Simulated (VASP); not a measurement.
## TiSi: single point with HSE06

TiSi:

```
Ti Si
1.0
     0.00000    2.61000    2.61000
     2.61000    0.00000    2.61000
     2.61000    2.61000    0.00000
Ti Si
1 1
Direct
  0.00000 0.00000 0.00000
  0.50000 0.50000 0.50000
```

```yaml
Program: VASP 6.6.1
Task: single point
Functional: HSE06
Potentials_or_basis: VASP PAW PBE potentials, release 64 (Ti_sv, Si)
Cutoff: 520 eV
k_mesh: 6 × 6 × 6
Occupations: gaussian, width 0.05 eV
Spin: no spin polarisation
Dipole_correction: no
Grid_for_exact_exchange_PRECFOCK: Normal
Further_INCAR_settings: ALGO = Normal; EDIFF = 1e-06; NBANDS = 15
Share_of_exact_exchange: 0.25
Screening_parameter: 0.2079 1/Å
```

```
Pressure               : -9.8 GPa
Band gap on the k mesh : zero (bands 8 and 9 overlap by 0.51 eV)
```

Levels at points of the mesh, in eV from the Fermi level:
| k point | band 4 | band 5 | band 6 | band 7 | band 8 | band 9 | band 10 | band 11 | band 12 | band 13 |
| --- | --- | --- | --- | --- | --- | --- | --- | --- | --- | --- |
| (0.00, 0.00, 0.00) | -36.68 | -11.41 | 0.10 | 0.10 | 0.37 | 0.37 | 0.37 | 3.21 | 3.21 | 3.21 |
| (0.50, 0.00, 0.00) | -36.69 | -8.14 | -5.71 | -2.24 | -2.24 | 2.21 | 2.21 | 2.96 | 5.56 | 7.36 |
| (0.50, 0.50, 0.00) | -36.72 | -8.31 | -4.21 | -1.49 | 0.04 | 0.04 | 0.91 | 2.69 | 2.69 | 2.89 |

Wall time 79 min on 1 thread of Intel Xeon 8259CL, on a shared host, peak memory 0.29 GiB.

Caveat: the cell stands under tension; the PAW data sets were made with another functional, which shifts forces and pressure a little.
